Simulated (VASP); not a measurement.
# Mg2Sn (Fm-3m) in VASP: further runs

Mg2Sn is run at these levels: PBE, r2SCAN; tasks: single point.

All numbers are computed with VASP 6.6.1; they aren't measurements. Logs are shortened: lines on timing, memory, paths and dates and some standing lists are left out, and cuts for length are marked.

### 1 The cell of the first run

It takes space group Fm-3m (No. 225, cubic). The conventional cell has a = 6.948 Å, b = 6.948 Å, c = 6.948 Å, α = 90.00°, β = 90.00°, γ = 90.00°. Within 4.0 Å of Sn (site symmetry m-3m) lie 8 Mg at 3.01 Å. Within 4.0 Å of Mg (site symmetry -43m) lie 4 Sn at 3.01 Å and 6 Mg at 3.47 Å.

### 2 Single point, PBE (volume changed by +6%)

INCAR reads:

```
SYSTEM = Mg2Sn
PREC = Accurate ; ENCUT = 600
EDIFF = 1E-6 ; ISMEAR = -1
SIGMA = 0.02 ; LREAL = .FALSE.
LASPH = .TRUE. ; NELM = 120
ALGO = Normal ; ISIF = 2
LWAVE = .FALSE. ; LCHARG = .FALSE.
GGA = PE ; NBANDS = 16
GGA_COMPAT = .FALSE.
```

KPOINTS reads:

```
Automatic mesh
0
G
  6 6 6
  0 0 0
```

POSCAR reads:

```
Mg2Sn
1.0
    0.0000000000      3.4741386693      3.4741386693
    3.4741386693      0.0000000000      3.4741386693
    3.4741386693      3.4741386693      0.0000000000
Sn Mg
1 2
Direct
    0.0000000000      0.0000000000      0.0000000000
    0.2500000000      0.2500000000      0.2500000000
    0.7500000000      0.7500000000      0.7500000000
```

Potentials or basis: VASP PAW PBE potentials, release 64 (Sn_d, Mg).

Command:

```
> cat potpaw_PBE.64/Sn_d/POTCAR potpaw_PBE.64/Mg/POTCAR > POTCAR
> mpirun -np 1 vasp_std > vasp.out
```

OUTCAR:

```text
SYSTEM = Mg2Sn
   PREC = Accurate
   ENCUT = 600
   EDIFF = 1E-6
   ISMEAR = -1
   LREAL = .FALSE.
   LASPH = .TRUE.
   NELM = 120
   ISIF = 2
   GGA = PE

 ion  position               nearest neighbor table
   1  0.000  0.000  0.000-   3 3.01   3 3.01   3 3.01   2 3.01   3 3.01   2 3.01   2 3.01   2 3.01

   2  0.250  0.250  0.250-   1 3.01   1 3.01   1 3.01   1 3.01   3 3.47   3 3.47   3 3.47   3 3.47
                             3 3.47   3 3.47
   3  0.750  0.750  0.750-   1 3.01   1 3.01   1 3.01   1 3.01   2 3.47   2 3.47   2 3.47   2 3.47
                             2 3.47   2 3.47

  LATTYP: Found a face centered cubic cell.
 ALAT       =     6.9482773386

  Lattice vectors:

 A1 = (   0.0000000000,   3.4741386693,   3.4741386693)
 A2 = (   3.4741386693,   0.0000000000,   3.4741386693)
 A3 = (   3.4741386693,   3.4741386693,   0.0000000000)

Analysis of symmetry for initial positions (statically):
=====================================================================
 Subroutine PRICEL returns:
 Original cell was already a primitive cell.

 Routine SETGRP: Setting up the symmetry group for a
 face centered cubic supercell.

 Subroutine GETGRP returns: Found 48 space group operations
 (whereof 48 operations were pure point group operations)
 out of a pool of 48 trial point group operations.

The static configuration has the point symmetry O_h .

Analysis of symmetry for dynamics (positions and initial velocities):
=====================================================================
 Subroutine PRICEL returns:
 Original cell was already a primitive cell.

 Routine SETGRP: Setting up the symmetry group for a
 face centered cubic supercell.

 Subroutine GETGRP returns: Found 48 space group operations
 (whereof 48 operations were pure point group operations)
 out of a pool of 48 trial point group operations.

The dynamic configuration has the point symmetry O_h .

 Subroutine INISYM returns: Found 48 space group operations
 (whereof 48 operations are pure point group operations),
 and found     1 'primitive' translations

----------------------------------------------------------------------------------------

                                     Primitive cell

  volume of cell :      83.8632

  direct lattice vectors                    reciprocal lattice vectors
     0.000000000  3.474138669  3.474138669    -0.143920565  0.143920565  0.143920565
     3.474138669  0.000000000  3.474138669     0.143920565 -0.143920565  0.143920565
     3.474138669  3.474138669  0.000000000     0.143920565  0.143920565 -0.143920565

  length of vectors
     4.913174024  4.913174024  4.913174024     0.249277731  0.249277731  0.249277731

  position of ions in fractional coordinates (direct lattice)
     0.000000000  0.000000000  0.000000000
     0.250000000  0.250000000  0.250000000
     0.750000000  0.750000000  0.750000000

  ion indices of the primitive-cell ions
   primitive index   ion index
                 1           1
                 2           2
                 3           3

----------------------------------------------------------------------------------------

 KPOINTS: Automatic mesh

Automatic generation of k-mesh.
 Grid dimensions read from file:
 generate k-points for:    6    6    6

 Generating k-lattice:

  Cartesian coordinates                     Fractional coordinates (reciprocal lattice)
    -0.023986761  0.023986761  0.023986761     0.166666667  0.000000000  0.000000000
     0.023986761 -0.023986761  0.023986761     0.000000000  0.166666667  0.000000000
     0.023986761  0.023986761 -0.023986761     0.000000000  0.000000000  0.166666667

  Length of vectors
     0.041546288  0.041546288  0.041546288

  Shift w.r.t. Gamma in fractional coordinates (k-lattice)
     0.000000000  0.000000000  0.000000000

 Subroutine IBZKPT returns following result:
 ===========================================

 Found     16 irreducible k-points:

 Following reciprocal coordinates:
            Coordinates               Weight
  0.000000  0.000000  0.000000      1.000000
  0.166667  0.000000  0.000000      8.000000
  0.333333  0.000000  0.000000      8.000000
  0.500000  0.000000  0.000000      4.000000
  0.166667  0.166667  0.000000      6.000000
  0.333333  0.166667  0.000000     24.000000
[... 8 lines left out ...]
 -0.333333  0.333333  0.166667     24.000000
 -0.333333  0.500000  0.166667     12.000000
   k-points           NKPTS =     16   k-points in BZ     NKDIM =     16   number of bands    NBANDS=     16
   number of dos      NEDOS =    301   number of ions     NIONS =      3
   total plane-waves  NPLWV =  64000
   dimension x,y,z NGX =    40 NGY =   40 NGZ =   40
   dimension x,y,z NGXF=    80 NGYF=   80 NGZF=   80
   ions per type =               1   2
   NGX,Y,Z   is equivalent  to a cutoff of  13.53, 13.53, 13.53 a.u.
   NGXF,Y,Z  is equivalent  to a cutoff of  27.07, 27.07, 27.07 a.u.
 SYSTEM =  Mg2Sn
   PREC   = accura    normal or accurate (medium, high low for compatibility)
   ISTART =      0    job   : 0-new  1-cont  2-samecut
   ICHARG =      2    charge: 1-file 2-atom 10-const
   ISPIN  =      1    spin polarized calculation?
   LNONCOLLINEAR =      F non collinear calculations
   LSORBIT =      F    spin-orbit coupling
   LASPH  =      T    aspherical Exc in radial PAW
   ENCUT  =  600.0 eV  44.10 Ry    6.64 a.u.   9.81  9.81  9.81*2*pi/ulx,y,z
   NELM   =    120;   NELMIN=  2; NELMDL= -5     # of ELM steps
   EDIFF  = 0.1E-05   stopping-criterion for ELM
   LREAL  =      F    real-space projection
   EDIFFG = 0.1E-04   stopping-criterion for IOM
   NSW    =      0    number of steps for IOM
   IBRION =     -1    ionic relax: 0-MD 1-quasi-New 2-CG
   NFREE  =      0    steps in history (QN), initial steepest desc. (CG)
   ISIF   =      2    stress and relaxation
   ISYM   =      2    0-nonsym 1-usesym 2-fastsym
   POTIM  = 0.5000    time-step for ionic-motion
   TEBEG  =    0.0;   TEEND  =   0.0 temperature during run
   PSTRESS=    0.0 pullay stress
   NELECT =      18.0000    total number of electrons
   NUPDOWN=      -1.0000    fix difference up-down
   EMIN   =  10.00;   EMAX   =-10.00  energy-range for DOS
   EFERMI =   0.00;   METHOD = LEGACY
   ISMEAR =    -1;   SIGMA  =   0.02  broadening in eV -4-tet -1-fermi 0-gaus
[... 55 lines left out ...]
      4     -17.1885      2.00000
      5     -17.1885      2.00000
      6      -4.8154      2.00000
[... 8 lines left out ...]
     15       8.0207      0.00000
     16       8.3194      0.00000

 k-point     3 :       0.3333    0.0000    0.0000
  band No.  band energies     occupation
      1     -17.2188      2.00000
      2     -17.2174      2.00000
      3     -17.2174      2.00000
      4     -17.1883      2.00000
      5     -17.1883      2.00000
      6      -4.2845      2.00000
[... 8 lines left out ...]
     15       8.7408      0.00000
     16       8.7829      0.00000

 k-point     4 :       0.5000    0.0000    0.0000
  band No.  band energies     occupation
      1     -17.2187      2.00000
      2     -17.2169      2.00000
      3     -17.2169      2.00000
      4     -17.1882      2.00000
      5     -17.1882      2.00000
      6      -3.8905      2.00000
[... 8 lines left out ...]
     15      10.3037      0.00000
     16      10.6251      0.00000

 k-point     5 :       0.1667    0.1667    0.0000
  band No.  band energies     occupation
      1     -17.2198      2.00000
      2     -17.2180      2.00000
      3     -17.2180      2.00000
      4     -17.1890      2.00000
      5     -17.1881      2.00000
      6      -4.7466      2.00000
[... 8 lines left out ...]
     15       8.8247      0.00000
     16       9.3371      0.00000

 k-point     6 :       0.3333    0.1667    0.0000
  band No.  band energies     occupation
      1     -17.2197      2.00000
      2     -17.2170      2.00000
      3     -17.2168      2.00000
      4     -17.1891      2.00000
      5     -17.1877      2.00000
      6      -4.3159      2.00000
[... 8 lines left out ...]
     15       9.4054      0.00000
     16       9.5833      0.00000

 k-point     7 :       0.5000    0.1667    0.0000
  band No.  band energies     occupation
      1     -17.2187      2.00000
      2     -17.2169      2.00000
      3     -17.2162      2.00000
      4     -17.1887      2.00000
      5     -17.1878      2.00000
      6      -3.8099      2.00000
[... 8 lines left out ...]
     15      10.3213      0.00000
     16      10.5420      0.00000

 k-point     8 :      -0.3333    0.1667    0.0000
  band No.  band energies     occupation
      1     -17.2183      2.00000
      2     -17.2172      2.00000
      3     -17.2168      2.00000
      4     -17.1883      2.00000
      5     -17.1882      2.00000
      6      -3.9522      2.00000
[... 8 lines left out ...]
     15       9.2361      0.00000
     16      10.1591      0.00000

 k-point     9 :      -0.1667    0.1667    0.0000
  band No.  band energies     occupation
      1     -17.2189      2.00000
      2     -17.2180      2.00000
      3     -17.2176      2.00000
      4     -17.1887      2.00000
      5     -17.1882      2.00000
      6      -4.4968      2.00000
[... 8 lines left out ...]
     15       9.4180      0.00000
     16       9.5327      0.00000

 k-point    10 :       0.3333    0.3333    0.0000
  band No.  band energies     occupation
      1     -17.2209      2.00000
      2     -17.2156      2.00000
      3     -17.2156      2.00000
      4     -17.1897      2.00000
      5     -17.1870      2.00000
      6      -4.0197      2.00000
[... 8 lines left out ...]
     15      10.1708      0.00000
     16      11.4323      0.00000

 k-point    11 :       0.5000    0.3333    0.0000
  band No.  band energies     occupation
      1     -17.2205      2.00000
      2     -17.2153      2.00000
      3     -17.2150      2.00000
      4     -17.1896      2.00000
      5     -17.1869      2.00000
      6      -3.5923      2.00000
[... 8 lines left out ...]
     15      10.6936      0.00000
     16      11.6423      0.00000

 k-point    12 :      -0.3333    0.3333    0.0000
  band No.  band energies     occupation
      1     -17.2187      2.00000
      2     -17.2165      2.00000
      3     -17.2156      2.00000
      4     -17.1889      2.00000
      5     -17.1876      2.00000
      6      -3.5569      2.00000
[... 8 lines left out ...]
     15       8.4467      0.00000
     16      11.4560      0.00000

 k-point    13 :       0.5000    0.5000    0.0000
  band No.  band energies     occupation
      1     -17.2215      2.00000
      2     -17.2144      2.00000
      3     -17.2144      2.00000
      4     -17.1901      2.00000
      5     -17.1865      2.00000
      6      -3.4388      2.00000
[... 8 lines left out ...]
     15      11.3169      0.00000
     16      11.3171      0.00000

 k-point    14 :       0.5000    0.3333    0.1667
  band No.  band energies     occupation
      1     -17.2194      2.00000
      2     -17.2167      2.00000
      3     -17.2157      2.00000
      4     -17.1891      2.00000
      5     -17.1875      2.00000
      6      -3.8636      2.00000
[... 8 lines left out ...]
     15      10.1944      0.00000
     16      10.8025      0.00000

 k-point    15 :      -0.3333    0.3333    0.1667
  band No.  band energies     occupation
      1     -17.2181      2.00000
      2     -17.2177      2.00000
      3     -17.2151      2.00000
      4     -17.1889      2.00000
      5     -17.1876      2.00000
      6      -3.5563      2.00000
[... 8 lines left out ...]
     15      10.6716      0.00000
     16      10.9913      0.00000

 k-point    16 :      -0.3333    0.5000    0.1667
  band No.  band energies     occupation
      1     -17.2197      2.00000
      2     -17.2162      2.00000
      3     -17.2144      2.00000
      4     -17.1895      2.00000
      5     -17.1871      2.00000
      6      -3.4195      2.00000
[... 8 lines left out ...]
     15      11.1500      0.00000
     16      11.4779      0.00000

------------------------ aborting loop because EDIFF is reached ----------------------------------------

  FORCE on cell =-STRESS in cart. coord.  units (eV):
  Direction    XX          YY          ZZ          XY          YZ          ZX
  --------------------------------------------------------------------------------------
  -------------------------------------------------------------------------------------
  Total       -1.1644209     -1.1644209     -1.1644209     -0.0000000      0.0000000      0.0000000
  in kB      -22.2458558    -22.2458558    -22.2458558     -0.0000000      0.0000000      0.0000000
  external PRESSURE =     -22.2458558 kB  Pullay stress =       0.0000000 kB

 VOLUME and BASIS-vectors are now :
 -----------------------------------------------------------------------------
  energy-cutoff  :      600.00
  volume of cell :       83.86
      direct lattice vectors                 reciprocal lattice vectors
     0.000000000  3.474138669  3.474138669    -0.143920565  0.143920565  0.143920565
     3.474138669  0.000000000  3.474138669     0.143920565 -0.143920565  0.143920565
     3.474138669  3.474138669  0.000000000     0.143920565  0.143920565 -0.143920565

 POSITION                                       TOTAL-FORCE (eV/Angst)
 -----------------------------------------------------------------------------------
      0.00000      0.00000      0.00000         0.000000      0.000000      0.000000
      1.73707      1.73707      1.73707         0.000000      0.000000      0.000000
      5.21121      5.21121      5.21121        -0.000000     -0.000000     -0.000000
 -----------------------------------------------------------------------------------
    total drift:                               -0.000000      0.000000     -0.000000

  FREE ENERGIE OF THE ION-ELECTRON SYSTEM (eV)
  ---------------------------------------------------
  free  energy   TOTEN  =        -7.3709032681 eV

  energy  without entropy=       -7.3708808810  energy(sigma->0) =       -7.37089207
```

It took 17 s on 1 thread of AMD EPYC 9R45 (Zen 5), shared host; peak memory 0.21 GiB.

Results:

```
Free energy            : -7.3709 eV
Pressure               : -2.2 GPa
Band gap on the k mesh : zero (band 9 reaches 3.73 eV, above the bottom of band 10 at 3.44 eV)
```

Caveat: spin-orbit coupling is left out, which moves the levels of the heavy elements.

### 3 Single point, r2SCAN (volume changed by -6%)

POSCAR reads:

```
Mg2Sn
1.0
    0.0000000000      3.3109376512      3.3109376512
    3.3109376512      0.0000000000      3.3109376512
    3.3109376512      3.3109376512      0.0000000000
Sn Mg
1 2
Direct
    0.0000000000      0.0000000000      0.0000000000
    0.2500000000      0.2500000000      0.2500000000
    0.7500000000      0.7500000000      0.7500000000
```

INCAR.step1 reads:

```
PREC = Accurate ; ENCUT = 660
ISMEAR = -1 ; SIGMA = 0.02
LREAL = False ; LASPH = True
NELM = 120 ; NBANDS = 16
GGA = PE ; ALGO = Normal
EDIFF = 1E-5 ; LWAVE = True
LCHARG = False ; GGA_COMPAT = False
```

INCAR.step2 reads:

```
PREC = Accurate ; ENCUT = 660
EDIFF = 1E-6 ; ISMEAR = -1
SIGMA = 0.02 ; LREAL = False
LASPH = True ; NELM = 120
ALGO = Normal ; ISIF = 2
LWAVE = False ; LCHARG = True
METAGGA = R2SCAN ; LMIXTAU = True
LELF = True ; LVHAR = True
NBANDS = 16 ; ISTART = 1
GGA_COMPAT = False
```

KPOINTS reads:

```
regular mesh
0
Gamma
  6 6 6
```

Potentials or basis: VASP PAW PBE potentials, release 64 (Sn_d, Mg).

Command:

```
> cat potpaw_PBE.64/Sn_d/POTCAR potpaw_PBE.64/Mg/POTCAR > POTCAR
> cp INCAR.step1 INCAR
> mpirun -np 1 vasp_std > vasp.out
> cp INCAR.step2 INCAR
> mpirun -np 1 vasp_std > vasp.out
```

Wall time 70 s (1 thread of AMD EPYC 9R45 (Zen 5), shared host); peak memory 0.24 GiB.

The run converged. Its results:

* Free energy: -33.7708 eV
* Pressure: 3.0 GPa
* Band gap on the k mesh: 0.28 eV, indirect (least direct gap 2.29 eV)

Levels at points of the mesh, in eV from the valence-band top:
| k point | band 7 | band 8 | band 9 | band 10 | band 11 | band 12 |
| --- | --- | --- | --- | --- | --- | --- |
| (0.00, 0.00, 0.00) | 0.00 | 0.00 | 0.00 | 2.39 | 2.50 | 2.50 |
| (0.50, 0.00, 0.00) | -5.18 | -0.91 | -0.91 | 1.38 | 2.53 | 2.53 |
| (0.50, 0.50, 0.00) | -4.91 | -2.31 | -2.31 | 0.28 | 0.35 | 8.09 |

Caveat: the PAW data sets were made with another functional, which shifts forces and pressure a little; spin-orbit coupling is left out, which moves the levels of the heavy elements.

### 4 Single point, r2SCAN (volume changed by -3%)

POSCAR reads:

```
Mg2Sn
1.0
    0.0000000000      3.3457921878      3.3457921878
    3.3457921878      0.0000000000      3.3457921878
    3.3457921878      3.3457921878      0.0000000000
Sn Mg
1 2
Direct
    0.0000000000      0.0000000000      0.0000000000
    0.2500000000      0.2500000000      0.2500000000
    0.7500000000      0.7500000000      0.7500000000
```

INCAR.step1 reads:

```
SYSTEM = Mg2Sn
PREC = Accurate
ENCUT = 660
ISMEAR = -1
SIGMA = 0.02
LREAL = .FALSE.
LASPH = .TRUE.
NELM = 120
NBANDS = 16
GGA = PE
ALGO = Normal
EDIFF = 1E-5
LWAVE = .TRUE.
LCHARG = .FALSE.
GGA_COMPAT = .FALSE.
```

INCAR.step2 reads:

```
SYSTEM = Mg2Sn
PREC = Accurate
ENCUT = 660
EDIFF = 1E-6
ISMEAR = -1
SIGMA = 0.02
LREAL = .FALSE.
LASPH = .TRUE.
NELM = 120
ALGO = Normal
ISIF = 2
LWAVE = .FALSE.
LCHARG = .TRUE.
METAGGA = R2SCAN
LMIXTAU = .TRUE.
LELF = .TRUE.
LVHAR = .TRUE.
NBANDS = 16
ISTART = 1
GGA_COMPAT = .FALSE.
```

KPOINTS reads:

```
regular mesh
0
G
  6 6 6
  0 0 0
```

Command:

```
> cat potpaw_PBE.64/Sn_d/POTCAR potpaw_PBE.64/Mg/POTCAR > POTCAR
> cp INCAR.step1 INCAR
> mpirun -np 1 vasp_std > vasp.out
> cp INCAR.step2 INCAR
> mpirun -np 1 vasp_std > vasp.out
```

Wall time 75 s (1 thread of AMD EPYC 9R45 (Zen 5), shared host); peak memory 0.24 GiB.

Results (log left out):

* Free energy: -33.8015 eV
* Pressure: 1.3 GPa
* Band gap on the k mesh: 0.23 eV, indirect (least direct gap 2.14 eV)

Levels at points of the mesh, in eV from the valence-band top:
| k point | band 6 | band 7 | band 8 | band 9 | band 10 | band 11 | band 12 | band 13 |
| --- | --- | --- | --- | --- | --- | --- | --- | --- |
| (0.00, 0.00, 0.00) | -9.64 | 0.00 | 0.00 | 0.00 | 2.19 | 2.45 | 2.45 | 2.45 |
| (0.50, 0.00, 0.00) | -8.25 | -5.07 | -0.89 | -0.89 | 1.24 | 2.50 | 2.50 | 4.59 |
| (0.50, 0.50, 0.00) | -7.68 | -4.81 | -2.26 | -2.26 | 0.23 | 0.38 | 8.02 | 8.04 |

Caveat: the PAW data sets were made with another functional, which shifts forces and pressure a little; spin-orbit coupling is left out, which moves the levels of the heavy elements. A k mesh can miss the band edges.

### 5 Overview

```csv
level,cell,cutoff (eV),gap on the mesh (eV),pressure (GPa)
PBE,"a = 4.913 Å, angles 60.0°, 3 atoms",600,none,-2.2
r2SCAN,"a = 4.682 Å, angles 60.0°, 3 atoms",660,0.28,3.0
r2SCAN,"a = 4.732 Å, angles 60.0°, 3 atoms",660,0.23,1.3
```

Alike in all rows: task single point; potentials or basis VASP PAW PBE potentials, release 64 (Sn_d, Mg); no spin polarisation; k mesh 6 × 6 × 6; smearing fermi-dirac 0.02 eV.

Caveats: spin-orbit coupling is left out, which moves the levels of the heavy elements; the PAW data sets were made with another functional, which shifts forces and pressure a little (some runs).

Absolute energies hang on the potentials; compare differences alone.
